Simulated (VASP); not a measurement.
**Lu: single point with r2SCAN**

Crystal: Lu.

```
Lu
1.0
     5.63573    0.00000    0.00000
    -2.81786    4.88068    0.00000
     0.00000    0.00000    3.53005
Lu
3
Direct
  0.00000 0.00000 0.00000
  0.33333 0.66667 0.50000
  0.66667 0.33333 0.50000
```

This isn't the form of Lu at room conditions, which is hcp.

| Item | Value |
| --- | --- |
| Program | VASP 6.6.1 |
| Task | single point |
| Functional | r2SCAN |
| Potentials or basis | VASP PAW PBE potentials, release 64 (Lu) |
| Cutoff | 520 eV |
| k mesh | 8 × 8 × 11 |
| Occupations | fermi-dirac, width 0.1 eV |
| Spin | no spin polarisation |
| Dipole correction | no |
| Further INCAR settings | ALGO = Normal; EDIFF = 1e-06; NBANDS = 44 |

- Pressure: -4.1 GPa
- Band gap on the k mesh: zero (an odd number of electrons rules out a gap without spin polarisation)

Stress tensor (GPa, compression positive):
```
-3.88  0.00  0.00
 0.00 -3.88  0.00
 0.00  0.00 -4.50
```

Levels at points of the mesh, in eV from the Fermi level:
| k point | band 35 | band 36 | band 37 | band 38 | band 39 | band 40 |
| --- | --- | --- | --- | --- | --- | --- |
| (0.00, 0.00, 0.00) | -0.85 | -0.16 | -0.16 | -0.05 | -0.05 | 0.33 |
| (0.50, 0.00, 0.00) | -3.86 | -2.14 | 0.32 | 0.76 | 0.99 | 1.07 |

Wall time 15 min on 1 thread of Intel(R) Xeon(R) Platinum 8124M CPU @ 3.00GHz (Skylake/Cascade Lake) (shared host), peak memory 0.36 GiB.

Caveat: the cell stands under tension; the PAW data sets were made with another functional, which shifts forces and pressure a little; spin-orbit coupling is left out, which moves the levels of the heavy elements.
